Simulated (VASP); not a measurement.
Co, 2 atoms in the cell. The typed cell holds 2 atoms: a = 2.385 Å, b = 2.385 Å, c = 3.372 Å, α = 90.00°, β = 90.00°, γ = 90.00°. This isn't the form of Co at room conditions, which is hcp.

- Program: VASP 6.6.1
- Task: single point
- Functional: LDA
- Potentials or basis: VASP PAW LDA potentials, release 64 (Co)
- Cutoff: 520 eV
- k mesh: 15 × 15 × 11
- Occupations: fermi-dirac, width 0.05 eV
- Spin: collinear spin, ferromagnetic start
- Starting moments: [1.538, 1.538] μB
- Dipole correction: no
- Further INCAR settings: ALGO = Normal; EDIFF = 1e-06; NBANDS = 20

Potentials or basis: VASP PAW LDA potentials, release 64 (Co).

Launch:

```console
$ cat potpaw_LDA.64/Co/POTCAR > POTCAR
$ mpirun -np 1 vasp_std > vasp.out
```

Hardware: 1 thread of Intel(R) Xeon(R) Platinum 8488C (Sapphire Rapids), on a shared host.

Problem. How long does it take, and how much memory?

Solution. It took 100 s on 1 thread of Intel(R) Xeon(R) Platinum 8488C (Sapphire Rapids) (shared host), peak memory 0.21 GiB. Counts: scf iterations 16, k points 216.
